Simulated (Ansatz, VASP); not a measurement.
## Sn3Te in VASP and in Ansatz

```
CELL_PARAMETERS angstrom
4.98434 0.00000 0.00000
0.00000 4.98434 0.00000
0.00000 0.00000 4.98434
ATOMIC_POSITIONS crystal
Sn 0.50000 0.50000 0.00000
Sn 0.50000 0.00000 0.50000
Sn 0.00000 0.50000 0.50000
Te 0.00000 0.00000 0.00000
```

Alike in both runs: task single point; functional PBE; k mesh 5 × 5 × 5; occupations fermi-dirac, width 0.1 eV; no spin polarisation.

|  | VASP | Ansatz |
| --- | --- | --- |
| version | VASP 6.6.1 | Ansatz 0.2.0 |
| potentials or method | VASP PAW PBE potentials, release 64 (Sn_d, Te), cutoff 520 eV | plane waves, PAW |
| valence electrons in the cell | 48 | 58 |

|  | VASP | Ansatz | Ansatz less VASP |
| --- | --- | --- | --- |
| pressure (GPa) | -2.2 | -2.2 | +0.04 |

VASP's potentials hold 48 valence electrons a cell and Ansatz's 58, so a difference there can come from the potentials and not from the codes.

Spin-orbit coupling is off throughout.
